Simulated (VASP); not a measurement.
Cu:

```
Cu
1.0
     0.00000    1.81487    1.81487
     1.81487    0.00000    1.81487
     1.81487    1.81487    0.00000
Cu
1
Direct
  0.00000 0.00000 0.00000
```

* Program: VASP 6.6.1
* Task: relaxation of cell and atoms
* Functional: LDA
* Potentials or basis: VASP PAW LDA potentials, release 64 (Cu_sv_GW)
* Cutoff: 820 eV
* k mesh: 20 × 20 × 20
* Occupations: gaussian, width 0.1 eV
* Spin: no spin polarisation

At the start: pressure -14.9 GPa; volume 11.96 Å³/atom.

**Question.** Where does the relaxation end?

**Answer.** Over 5 steps the energy falls by 54.2 meV/atom and the volume is 10.90 Å³/atom (-8.9 %); space group Fm-3m (No. 225, to 0.1 Å) before and after.

Step by step:
| step | energy change (eV) | largest force (eV/Å) | pressure (GPa) | volume (Å³) |
| --- | --- | --- | --- | --- |
| 1 | 0.0000 | 0.0000 | -14.86 | 11.96 |
| 2 | -0.0174 | 0.0000 | 16.66 | 10.14 |
| 3 | -0.0541 | 0.0000 | -0.12 | 10.90 |
| 4 | -0.0541 | 0.0000 | 0.17 | 10.88 |
| 5 | -0.0542 | 0.0000 | -0.05 | 10.90 |

Final structure:
```
Cu
1.0
     0.00000    1.75958    1.75958
     1.75958    0.00000    1.75958
     1.75958    1.75958    0.00000
Cu
1
Direct
  0.00000 0.00000 0.00000
```
